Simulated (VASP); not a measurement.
# Li2Rh (I4/mmm) in VASP: notebook, part 2 of 2

VASP 6.6.1. The steps go on from the part before.

## Step 4: Relaxation of cell and atoms, r2SCAN

Input file POSCAR:

```
Li2Rh
1.0
   -1.5387992650      1.5387992650      3.7748669470
    1.5387992650     -1.5387992650      3.7748669470
    1.5387992650      1.5387992650     -3.7748669470
Li Rh
2 1
Direct
    0.6650000000      0.6650000000      0.0000000000
    0.3350000000      0.3350000000      0.0000000000
    0.0000000000      0.0000000000      0.0000000000
```

Input file INCAR.step1:

```
PREC     = Accurate       # precision mode
ENCUT    = 600            # plane-wave cutoff, eV
ISMEAR   = 0              # smearing method
SIGMA    = 0.1            # smearing width, eV
LREAL    = F              # projectors in reciprocal space
LASPH    = T              # aspherical terms in the spheres
NELM     = 80             # most SCF steps
GGA      = PE             # functional
ALGO     = Normal         # electronic algorithm
EDIFF    = 1E-4           # SCF threshold, eV
LWAVE    = T              # write WAVECAR
LCHARG   = F              # write CHGCAR
```

Input file INCAR.step2:

```
PREC     = Accurate       # precision mode
ENCUT    = 600            # plane-wave cutoff, eV
EDIFF    = 1E-7           # SCF threshold, eV
ISMEAR   = 0              # smearing method
SIGMA    = 0.1            # smearing width, eV
LREAL    = F              # projectors in reciprocal space
LASPH    = T              # aspherical terms in the spheres
NELM     = 80             # most SCF steps
ALGO     = Normal         # electronic algorithm
ISIF     = 3              # what is computed and relaxed
LWAVE    = F              # write WAVECAR
LCHARG   = F              # write CHGCAR
METAGGA  = R2SCAN         # meta-GGA
LMIXTAU  = T            
IBRION   = 2              # ionic algorithm
NSW      = 90             # ionic steps
EDIFFG   = -0.04          # ionic threshold
ISTART   = 1
```

Input file KPOINTS:

```
Automatic mesh
0
Gamma
  8 8 8
```

Potentials or basis: VASP PAW PBE potentials, release 64 (Li_sv, Rh_pv).

Command:

```console
cat potpaw_PBE.64/Li_sv/POTCAR potpaw_PBE.64/Rh_pv/POTCAR > POTCAR
cp INCAR.step1 INCAR
mpirun -np 1 vasp_std > vasp.out
cp INCAR.step2 INCAR
mpirun -np 1 vasp_std > vasp.out
```

OUTCAR:

```text
PREC = Accurate
   ENCUT = 600
   EDIFF = 1E-7
   ISMEAR = 0
   LREAL = F
   LASPH = T
   NELM = 80
   ISIF = 3
   METAGGA = R2SCAN
   IBRION = 2
   NSW = 90
   EDIFFG = -0.04
   ISTART = 1

 ion  position               nearest neighbor table
   1  0.665  0.665  0.000-   2 2.49   3 2.51   3 2.51   3 2.51   3 2.51   2 2.53   2 2.53   2 2.53
                             2 2.53   3 2.53
   2  0.335  0.335  0.000-   1 2.49   3 2.51   3 2.51   3 2.51   3 2.51   1 2.53   1 2.53   1 2.53
                             1 2.53   3 2.53
   3  0.000  0.000  0.000-   1 2.51   1 2.51   1 2.51   2 2.51   2 2.51   2 2.51   1 2.51   2 2.51
                             1 2.53   2 2.53

  LATTYP: Found a body centered tetragonal cell.
 ALAT       =     3.0775985300
 C/A-ratio  =     2.4531250000

  Lattice vectors:

 A1 = (  -1.5387992650,   1.5387992650,   3.7748669470)
 A2 = (   1.5387992650,  -1.5387992650,   3.7748669470)
 A3 = (   1.5387992650,   1.5387992650,  -3.7748669470)

Analysis of symmetry for initial positions (statically):
=====================================================================
 Subroutine PRICEL returns:
 Original cell was already a primitive cell.

 Routine SETGRP: Setting up the symmetry group for a
 body centered tetragonal supercell.

 Subroutine GETGRP returns: Found 16 space group operations
 (whereof 16 operations were pure point group operations)
 out of a pool of 16 trial point group operations.

The static configuration has the point symmetry D_4h.

Analysis of symmetry for dynamics (positions and initial velocities):
=====================================================================
 Subroutine PRICEL returns:
 Original cell was already a primitive cell.

 Routine SETGRP: Setting up the symmetry group for a
 body centered tetragonal supercell.

 Subroutine GETGRP returns: Found 16 space group operations
 (whereof 16 operations were pure point group operations)
[... 152 lines left out ...]

  energy without entropy =      -28.84683912  energy(sigma->0) =      -28.85218002

------------------------ aborting loop because EDIFF is reached ----------------------------------------

  FORCE on cell =-STRESS in cart. coord.  units (eV):
  Direction    XX          YY          ZZ          XY          YZ          ZX
  --------------------------------------------------------------------------------------
  -------------------------------------------------------------------------------------
  Total        0.4211946      0.4211946      2.3385297      0.0000000      0.0000000      0.0000000
  in kB       18.8741656     18.8741656    104.7919422      0.0000000      0.0000000      0.0000000
  external PRESSURE =      47.5134245 kB  Pullay stress =       0.0000000 kB
[... 92 lines left out ...]
  FREE ENERGIE OF THE ION-ELECTRON SYSTEM (eV)
  ---------------------------------------------------
  free  energy   TOTEN  =       -28.9383210750 eV

  energy  without entropy=      -28.9251808111  energy(sigma->0) =      -28.93175094

[... ionic steps 4 to 9 ...]

--------------------------------------- Ionic step       10  -------------------------------------------

 number of electron      21.0000002 magnetization

------------------------ aborting loop because EDIFF is reached ----------------------------------------
[... 69 lines left out ...]
--------------------------------------- Ionic step       12  -------------------------------------------

 number of electron      20.9999997 magnetization

 Free energy of the ion-electron system (eV)
  ---------------------------------------------------
  ext. energy  EPLUGINS =         0.00000000
  ---------------------------------------------------
  free energy    TOTEN  =       -28.99389286 eV

  energy without entropy =      -28.98159155  energy(sigma->0) =      -28.98774220

 E-fermi :   4.8879     XC(G=0): -11.0802

 val. band max:        4.8752691723   @ k =  -0.1250  -0.2500   0.1250
 cond. band min:       4.8967857963   @ k =  -0.3750   0.3750   0.0000
 fundamental gap:      0.0215166240
 Fermi energy:         4.8878605401

 k-point     1 :       0.0000    0.0000    0.0000
  band No.  band energies     occupation
      1     -41.9670      2.00000
      2     -41.9462      2.00000
      3     -41.6233      2.00000
      4     -41.6233      2.00000
      5     -41.5552      2.00000
      6      -0.1594      2.00000
      7       1.8321      2.00000
      8       2.1438      2.00000
      9       4.2996      2.00000
     10       4.2996      2.00000
     11       5.0820      0.00605
     12       7.9098      0.00000
     13       9.6564      0.00000
     14      16.8632      0.00000
[... 377 lines left out ...]
      1     -41.9790      2.00000
      2     -41.9107      2.00000
      3     -41.7114      2.00000
      4     -41.6869      2.00000
      5     -41.5870      2.00000
      6       2.3518      2.00000
      7       2.4292      2.00000
      8       3.1905      2.00000
      9       3.3160      2.00000
     10       3.7484      2.00000
     11       6.4214      0.00000
     12       7.3197      0.00000
     13       8.3938      0.00000
     14      12.6920      0.00000

 [... further k-points ...]
[... 5 lines left out ...]
  --------------------------------------------------------------------------------------
  -------------------------------------------------------------------------------------
  Total        0.0869487      0.0869487      0.0869799      0.0000000      0.0000000      0.0000000
  in kB        3.6096936      3.6096936      3.6109869      0.0000000      0.0000000      0.0000000
  external PRESSURE =       3.6101247 kB  Pullay stress =       0.0000000 kB
[... 18 lines left out ...]
  FREE ENERGIE OF THE ION-ELECTRON SYSTEM (eV)
  ---------------------------------------------------
  free  energy   TOTEN  =       -28.9938928553 eV

  energy  without entropy=      -28.9815915517  energy(sigma->0) =      -28.98774220

 reached required accuracy - stopping structural energy minimisation
```

Wall time 39 min (1 thread of AMD EPYC 9R45 (Zen 5), shared host); peak memory 0.22 GiB.

Results:

| Item | Value |
| --- | --- |
| Free energy | -28.9939 eV |
| Relaxed volume | 12.86 Å³/atom |
| Relaxed cell | a = 4.846 Å, b = 4.846 Å, c = 4.846 Å, α = 144.28°, β = 144.28°, γ = 51.41° |
| Space group after relaxing (to 0.1 Å) | I4/mmm (No. 139) |
| Energy gained by relaxing | 45.5 meV/atom |
| Ionic steps | 12 |
| Pressure after relaxing | 0.4 GPa |
| Largest force after relaxing | 0.029 eV/Å |
| Band gap on the k mesh | zero (an odd number of electrons rules out a gap without spin polarisation) |

Forces in eV/Å, atoms in the order of the input:
```
Li   0.000  0.000 -0.029
Li   0.000  0.000  0.029
Rh   0.000  0.000  0.000
```

The path:
| step | energy change (eV) | largest force (eV/Å) | pressure (GPa) | volume (Å³) |
| --- | --- | --- | --- | --- |
| 1 | 0.0000 | 0.1068 | 4.75 | 35.75 |
| 2 | -0.0657 | 0.0271 | 0.90 | 37.60 |
| 3 | -0.0808 | 0.1165 | -1.66 | 39.04 |
| 4 | -0.1034 | 0.0953 | -1.03 | 38.68 |
| 5 | -0.1288 | 0.0682 | 1.25 | 37.66 |
| 6 | -0.1291 | 0.0788 | 0.96 | 37.76 |
| 7 | -0.1334 | 0.0963 | 0.15 | 38.33 |
| 8 | -0.1341 | 0.0797 | -0.25 | 38.59 |
| 9 | -0.1341 | 0.0770 | -0.37 | 38.67 |
| 10 | -0.1355 | 0.0553 | 0.00 | 38.63 |
| 11 | -0.1340 | 0.1266 | 0.96 | 38.51 |
| 12 | -0.1364 | 0.0288 | 0.36 | 38.59 |

Final structure:
```
Li Rh
1.0
    -1.48643    1.48643    4.36672
     1.48643   -1.48643    4.36672
     1.48643    1.48643   -4.36672
Li Rh
2 1
Direct
  0.66017 0.66017 0.00000
  0.33983 0.33983 0.00000
  0.00000 0.00000 0.00000
```

Levels at points of the mesh, in eV from the Fermi level:
| k point | band 7 | band 8 | band 9 | band 10 | band 11 | band 12 | band 13 | band 14 |
| --- | --- | --- | --- | --- | --- | --- | --- | --- |
| (0.00, 0.00, 0.00) | -3.06 | -2.74 | -0.59 | -0.59 | 0.19 | 3.02 | 4.77 | 11.98 |
| (0.50, 0.00, 0.00) | -2.36 | -1.59 | -1.04 | -0.25 | 0.16 | 1.40 | 2.37 | 8.03 |
| (0.50, 0.50, 0.00) | -2.69 | -2.07 | -0.85 | 1.16 | 1.25 | 3.74 | 5.76 | 6.21 |
| (0.50, 0.50, 0.50) | -2.78 | -2.16 | -1.28 | -0.46 | -0.46 | 0.20 | 9.19 | 9.19 |

Caveat: the cutoff is under 1.25 times the usual one of these potentials, so pressure, stress and relaxed cells hold a basis-set (Pulay) error; the PAW data sets were made with another functional, which shifts forces and pressure a little.

## Step 5: Summary

```tsv
task	cell	cutoff (eV)	gap on the mesh (eV)	largest force (eV/Å)
single point	a = 4.357 Å, angles 138.6, 138.6, 59.9°, 3 atoms, atomic positions A	520	none	0.08
single point	a = 6.726 Å, angles 157.5, 157.5, 32.1°, 3 atoms, atomic positions B	520	none	0.03
relaxation of cell and atoms	relaxed from a = 4.357 Å, angles 138.6, 138.6, 59.9°, 3 atoms, atomic positions A	600	none	0.03
```

Alike in all rows: level r2SCAN; potentials or basis VASP PAW PBE potentials, release 64 (Li_sv, Rh_pv); no spin polarisation; k mesh 8 × 8 × 8; smearing gaussian 0.1 eV.

Caveats: the cutoff is under 1.25 times the usual one of these potentials, so pressure, stress and relaxed cells hold a basis-set (Pulay) error; the PAW data sets were made with another functional, which shifts forces and pressure a little.

Total energies depend on the potentials used, so only differences within one code and one set of settings carry meaning.

The gap in the log of VASP goes by the Fermi energy; the results here count the filled bands.